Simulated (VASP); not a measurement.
Write the native input for VASP 6.6.1 that does the following.

```
Task                   : electric field gradients
Functional             : PBE
Potentials or basis    : VASP PAW PBE potentials, release 64 (Cd, S)
Cutoff                 : 520 eV
k mesh                 : 8 × 8 × 8
Occupations            : fermi-dirac, width 0.01 eV
Spin                   : no spin polarisation
Dipole correction      : no
Further INCAR settings : ALGO = Normal; EDIFF = 1e-08; NBANDS = 16
```

The structure of CdS lies in POSCAR:

```
CdS
1.0
    0.0000000000      2.9482938651      2.9482938651
    2.9482938651      0.0000000000      2.9482938651
    2.9482938651      2.9482938651      0.0000000000
Cd S
1 1
Direct
    0.0000000000      0.0000000000      0.0000000000
    0.7500000000      0.7500000000      0.7500000000
```

One way to write it, as run:

INCAR

```
SYSTEM = CdS
ALGO     = Normal         ! electronic algorithm
EDIFF    = 1E-8           ! SCF threshold, eV
ENCUT    = 520            ! plane-wave cutoff, eV
GGA      = PE             ! functional
ISIF     = 2              ! what is computed and relaxed
ISMEAR   = -1             ! smearing method
LASPH    = .TRUE.         ! aspherical terms in the spheres
LCHARG   = .FALSE.        ! write CHGCAR
LEFG     = .TRUE.       
LREAL    = .FALSE.        ! projectors in reciprocal space
LWAVE    = .FALSE.        ! write WAVECAR
NBANDS   = 16             ! bands
NELM     = 100            ! most SCF steps
PREC     = Accurate       ! precision mode
SIGMA    = 0.01           ! smearing width, eV
```

KPOINTS

```
k-points
0
G
  8 8 8
  0 0 0
```

Potentials or basis: VASP PAW PBE potentials, release 64 (Cd, S).

Launch:

```sh
$ cat potpaw_PBE.64/Cd/POTCAR potpaw_PBE.64/S/POTCAR > POTCAR
$ mpirun -np 1 vasp_std > vasp.out
```

It gave:

| Item | Value |
| --- | --- |
| Pressure | 1.2 GPa |
| Band gap on the k mesh | 1.08 eV |
| Largest electric field gradient by atom | zero within the noise of the run |

Run time: 24 s on 1 thread of Intel(R) Xeon(R) Platinum 8488C (Sapphire Rapids) (shared host), peak memory 0.18 GiB.
